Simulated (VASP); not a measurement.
Set up this calculation in VASP 6.6.1, as the native input.

- Task: single point
- Functional: r2SCAN
- Potentials or basis: VASP PAW PBE potentials, release 64 (Fe, Co)
- Cutoff: 520 eV
- k mesh: 8 × 8 × 3
- Occupations: gaussian, width 0.4 eV
- Spin: collinear spin, ferromagnetic start
- Starting moments: [3.1, 2.09, 2.12, 2.09] μB
- Dipole correction: no
- Further INCAR settings: ALGO = Normal; EDIFF = 1e-06; NBANDS = 30

FeCo3:

```xyz
4
Lattice="2.4660 0.0000 0.0000 0.0000 2.4660 0.0000 0.0000 0.0000 7.0635" Properties=species:S:1:pos:R:3 pbc="T T T"
Fe    0.0000    0.0000    0.0000
Co    1.2330    1.2330    5.2651
Co    0.0000    0.0000    3.5317
Co    1.2330    1.2330    1.7983
```

These files were run (other wordings do the same):

POSCAR

```
FeCo3
1.0
    2.4660100000      0.0000000000      0.0000000000
    0.0000000000      2.4660100000      0.0000000000
    0.0000000000      0.0000000000      7.0634590000
Fe Co
1 3
Direct
    0.0000000000      0.0000000000      0.0000000000
    0.5000000000      0.5000000000      0.7454040000
    0.0000000000      0.0000000000      0.5000000000
    0.5000000000      0.5000000000      0.2545960000
```

INCAR.step1

```
SYSTEM = FeCo3
ALGO = Normal ; EDIFF = 1E-4
ENCUT = 520 ; GGA = PE
ISMEAR = 0 ; ISPIN = 2
LASPH = .True. ; LCHARG = .False.
LMAXMIX = 4 ; LREAL = .False.
LWAVE = .True. ; MAGMOM = 3.1 2.09 2.12 2.09
NBANDS = 30 ; NELM = 150
PREC = Accurate ; SIGMA = 0.4
```

INCAR.step2

```
SYSTEM = FeCo3
ALGO = Normal ; EDIFF = 1E-6
ENCUT = 520 ; ISIF = 2
ISMEAR = 0 ; ISPIN = 2
ISTART = 1 ; LASPH = .True.
LCHARG = .False. ; LMAXMIX = 4
LMIXTAU = .True. ; LORBIT = 11
LREAL = .False. ; LWAVE = .False.
MAGMOM = 3.1 2.09 2.12 2.09 ; METAGGA = R2SCAN
NBANDS = 30 ; NELM = 150
PREC = Accurate ; SIGMA = 0.4
```

KPOINTS

```
k-points
0
Gamma
  8 8 3
  0 0 0
```

Potentials or basis: VASP PAW PBE potentials, release 64 (Fe, Co).

Run with:

```sh
$ cat potpaw_PBE.64/Fe/POTCAR potpaw_PBE.64/Co/POTCAR > POTCAR
$ cp INCAR.step1 INCAR
$ mpirun -np 1 vasp_std > vasp.out
$ cp INCAR.step2 INCAR
$ mpirun -np 1 vasp_std > vasp.out
```

Results of the run:

```yaml
Pressure: 5.9 GPa
Largest_force: 0.355 eV/Å
Net_moment: 7.97 μB per cell
Site_moments: Fe +2.75; Co +1.79, +1.83 (each value once) μB
Valence_electrons_inside_the_program's_atomic_spheres: Fe 7.29; Co 8.35
```

Caveat: the cell stands under pressure; so wide a smearing shifts energies and pressures; the PAW data sets were made with another functional, which shifts forces and pressure a little.

Run time: 2.5 min on 1 thread of Intel(R) Xeon(R) 6975P-C (Granite Rapids) (shared host), peak memory 0.2 GiB.
